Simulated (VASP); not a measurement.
Runs of VASP 6.6.1 on Cd. The structure is that of space group Fd-3m (No. 227), or close to it. The cells are those of the table. 

```csv
task,cell,cutoff (eV),gap on the mesh (eV),pressure (GPa)
single point,"a = 4.180 Å, angles 60.0°, 2 atoms",520,none,11.0
relaxation of cell and atoms,"relaxed to 30 GPa from a = 4.299 Å, angles 60.0°, 2 atoms",600,none,30.0
relaxation of cell and atoms,"relaxed from a = 4.299 Å, angles 60.0°, 2 atoms",600,none,-0.1
relaxation of cell and atoms,"relaxed to 20 GPa from a = 4.299 Å, angles 60.0°, 2 atoms",600,none,20.1
single point,"a = 4.042 Å, angles 60.0°, 2 atoms",520,none,21.5
single point,"a = 4.495 Å, angles 60.0°, 2 atoms",520,none,0.3
relaxation of cell and atoms,"relaxed to 10 GPa from a = 4.299 Å, angles 60.0°, 2 atoms",600,none,10.0
single point,"a = 3.946 Å, angles 60.0°, 2 atoms",520,none,(a)
```

Alike in all rows: level LDA; potentials or basis VASP PAW LDA potentials, release 64 (Cd); no spin polarisation; k mesh 6 × 6 × 6; smearing gaussian 0.1 eV.

Problem. Estimate the missing entries.

Solution. (a) 32.1.

Caveats: the cell is relaxed towards a set pressure, so the enthalpy falls and the energy may rise (some runs).

A k mesh can miss the band edges, and the runs leave out spin-orbit coupling on Cd.

A gap of «none» marks levels without a gap at the run's occupations.
